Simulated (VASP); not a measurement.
# SnSe2 (P-3m1) in VASP: notebook, part 2 of 2

VASP 6.6.1. The steps go on from the part before.

### 4 Single point, PBE (strain +0.015 along x and y, -0.015 along z)

INCAR reads:

```
SYSTEM = SnSe2
ALGO = Normal
EDIFF = 1E-7
ENCUT = 520
GGA = PE
ISIF = 2
ISMEAR = 0
LASPH = .TRUE.
LCHARG = .FALSE.
LREAL = .FALSE.
LWAVE = .FALSE.
NBANDS = 20
NELM = 60
PREC = Accurate
SIGMA = 0.05
```

KPOINTS reads:

```
k-points
0
G
  12 12 6
  0 0 0
```

POSCAR reads:

```
SnSe2
1.0
    3.8681637633      0.0000000000      0.0000000000
   -1.9340818816      3.3499280850      0.0000000000
    0.0000000000      0.0000000000      6.0449450000
Sn Se
1 2
Direct
    0.0000000000      0.0000000000      0.0000000000
    0.3333333333      0.6666666667      0.2500000000
    0.6666666667      0.3333333333      0.7500000000
```

Potentials or basis: VASP PAW PBE potentials, release 64 (Sn_d, Se).

Run with:

```bash
> cat potpaw_PBE.64/Sn_d/POTCAR potpaw_PBE.64/Se/POTCAR > POTCAR
> mpirun -np 1 vasp_std > vasp.out
```

OUTCAR:

```text
SYSTEM = SnSe2
   EDIFF = 1E-7
   ENCUT = 520
   GGA = PE
   ISIF = 2
   ISMEAR = 0
   LASPH = .TRUE.
   LREAL = .FALSE.
   NELM = 60
   PREC = Accurate

 ion  position               nearest neighbor table
   1  0.000  0.000  0.000-   2 2.70   3 2.70   2 2.70   3 2.70   3 2.70   2 2.70
   2  0.333  0.667  0.250-   1 2.70   1 2.70   1 2.70
   3  0.667  0.333  0.750-   1 2.70   1 2.70   1 2.70

  LATTYP: Found a hexagonal cell.
 ALAT       =     3.8681637633
 C/A-ratio  =     1.5627427818

  Lattice vectors:

 A1 = (   3.8681637633,   0.0000000000,   0.0000000000)
 A2 = (  -1.9340818816,   3.3499280850,   0.0000000000)
 A3 = (   0.0000000000,   0.0000000000,   6.0449450000)

Analysis of symmetry for initial positions (statically):
=====================================================================
 Subroutine PRICEL returns:
 Original cell was already a primitive cell.

 Routine SETGRP: Setting up the symmetry group for a
 hexagonal supercell.

[... 164 lines left out ...]
  ---------------------------------------------------
  free energy    TOTEN  =       -11.77098516 eV

  energy without entropy =      -11.77098516  energy(sigma->0) =      -11.77098516

 E-fermi :   4.4390     XC(G=0):  -9.3970

 val. band max:        4.1986196701   @ k =   0.0833   0.0000   0.0000
 cond. band min:       4.7615932855   @ k =   0.0000   0.4167   0.3333
 fundamental gap:      0.5629736155
 Fermi energy:         4.4389735730

 k-point     1 :       0.0000    0.0000    0.0000
  band No.  band energies     occupation
      1     -17.2321      2.00000
      2     -17.2321      2.00000
      3     -17.2014      2.00000
      4     -17.1853      2.00000
      5     -17.1853      2.00000
      6      -9.8367      2.00000
[... 541 lines left out ...]
     19      12.0935      0.00000
     20      12.8067      0.00000

 [... further k-points ...]

------------------------ aborting loop because EDIFF is reached ----------------------------------------

  FORCE on cell =-STRESS in cart. coord.  units (eV):
  Direction    XX          YY          ZZ          XY          YZ          ZX
  --------------------------------------------------------------------------------------
  -------------------------------------------------------------------------------------
  Total        1.5492517      1.5492517      2.9500658      0.0000000      0.0000000     -0.0000000
  in kB       31.6883671     31.6883671     60.3405964      0.0000000      0.0000000     -0.0000000
  external PRESSURE =      41.2391102 kB  Pullay stress =       0.0000000 kB

 VOLUME and BASIS-vectors are now :
 -----------------------------------------------------------------------------
  energy-cutoff  :      520.00
  volume of cell :       78.33
      direct lattice vectors                 reciprocal lattice vectors
     3.868163763  0.000000000  0.000000000     0.258520596  0.149256935  0.000000000
    -1.934081882  3.349928085  0.000000000     0.000000000  0.298513871  0.000000000
     0.000000000  0.000000000  6.044945000     0.000000000  0.000000000  0.165427477

 POSITION                                       TOTAL-FORCE (eV/Angst)
 -----------------------------------------------------------------------------------
      0.00000      0.00000      0.00000         0.000000      0.000000      0.000000
     -0.00000      2.23329      1.51124        -0.000000      0.000000      0.738745
      1.93408      1.11664      4.53371         0.000000     -0.000000     -0.738745
 -----------------------------------------------------------------------------------
    total drift:                                0.000000      0.000000     -0.000000

  FREE ENERGIE OF THE ION-ELECTRON SYSTEM (eV)
  ---------------------------------------------------
  free  energy   TOTEN  =       -11.7709851606 eV

  energy  without entropy=      -11.7709851606  energy(sigma->0) =      -11.77098516
```

OSZICAR:

```text
N       E                     dE             d eps       ncg     rms          rms(c)
DAV:   1     0.206245650490E+03    0.20625E+03   -0.12216E+04  4104   0.147E+03
DAV:   2     0.113424503920E+02   -0.19490E+03   -0.18762E+03  4308   0.381E+02
DAV:   3    -0.112329791402E+02   -0.22575E+02   -0.22059E+02  4848   0.113E+02
DAV:   4    -0.120313794978E+02   -0.79840E+00   -0.79699E+00  4804   0.224E+01
DAV:   5    -0.120505899713E+02   -0.19210E-01   -0.19209E-01  5536   0.361E+00    0.508E+00
DAV:   6    -0.117890862609E+02    0.26150E+00   -0.51864E-01  6048   0.753E+00    0.329E+00
DAV:   7    -0.117705101723E+02    0.18576E-01   -0.16643E-01  4696   0.255E+00    0.104E+00
DAV:   8    -0.117703949769E+02    0.11520E-03   -0.12904E-02  4944   0.114E+00    0.283E-01
DAV:   9    -0.117709395169E+02   -0.54454E-03   -0.15734E-03  4532   0.311E-01    0.888E-02
DAV:  10    -0.117709496921E+02   -0.10175E-04   -0.11721E-04  5400   0.764E-02    0.346E-02
DAV:  11    -0.117709836583E+02   -0.33966E-04   -0.44177E-05  4380   0.380E-02    0.695E-03
DAV:  12    -0.117709844241E+02   -0.76578E-06   -0.28732E-06  5280   0.116E-02    0.624E-03
DAV:  13    -0.117709849747E+02   -0.55068E-06   -0.23913E-06  4400   0.815E-03    0.285E-03
DAV:  14    -0.117709850884E+02   -0.11369E-06   -0.55535E-08  3752   0.145E-03    0.138E-03
DAV:  15    -0.117709851606E+02   -0.72188E-07   -0.26264E-08  3248   0.113E-03
   1 F= -.11770985E+02 E0= -.11770985E+02  d E =-.212310E-13
```

Run time: 2.5 min. Hardware: 1 thread of AMD EPYC 9R14 (Zen 4), shared host; peak memory 0.27 GiB.

What came out:

```
Free energy            : -11.7710 eV
Pressure               : 4.1 GPa
Largest force          : 0.739 eV/Å
Band gap on the k mesh : 0.56 eV (least direct gap 0.70 eV)
```

Forces in eV/Å, atoms in the order of the input:
```
Sn   0.000  0.000  0.000
Se   0.000  0.000  0.739
Se   0.000  0.000 -0.739
```

Stress tensor (GPa, compression positive):
```
3.17 0.00 0.00
0.00 3.17 0.00
0.00 0.00 6.03
```

Levels at points of the mesh, in eV from the valence-band top:
```
           k point  band 10  band 11  band 12  band 13  band 14  band 15  band 16  band 17
(0.00, 0.00, 0.00)    -0.96    -0.68    -0.68     0.00     0.69     2.61     4.35     4.35
(0.50, 0.00, 0.00)    -2.98    -2.90    -1.31    -0.48     0.95     3.57     5.24     5.32
(0.00, 0.00, 0.50)    -1.06    -1.06    -0.51    -0.51     2.07     2.58     4.04     4.04
(0.50, 0.00, 0.50)    -2.72    -2.02    -1.00    -0.92     0.76     4.09     4.78     5.83
```

Caveat: the cell differs from its parent crystal (strain +0.015 along x and y, -0.015 along z); the cell stands under pressure; spin-orbit coupling is left out, which moves the levels of the heavy elements; this functional lacks dispersion, which binds the layers, so the pressure and a relaxed spacing across them are unreliable. A k mesh can miss the band edges.

### 5 Overview

| cell | gap on the mesh (eV) | pressure (GPa) | largest force (eV/Å) |
| --- | --- | --- | --- |
| a = 3.868, b = 3.868, c = 5.953 Å, angles 90.0, 90.0, 120.0°, 3 atoms | 0.49 | 5.3 | 0.95 |
| a = 3.811, b = 3.811, c = 6.229 Å, angles 90.0, 90.0, 120.0°, 3 atoms | 0.73 | 4.2 | 0.51 |
| a = 3.868, b = 3.868, c = 6.045 Å, angles 90.0, 90.0, 120.0°, 3 atoms | 0.56 | 4.1 | 0.74 |

Alike in all rows: task single point; level PBE; potentials or basis VASP PAW PBE potentials, release 64 (Sn_d, Se); no spin polarisation; k mesh 12 × 12 × 6; cutoff (eV) 520; smearing gaussian 0.05 eV.

Caveats: the cell stands under pressure; spin-orbit coupling is left out, which moves the levels of the heavy elements; this functional lacks dispersion, which binds the layers, so the pressure and a relaxed spacing across them are unreliable.

Absolute energies hang on the potentials; compare differences alone.
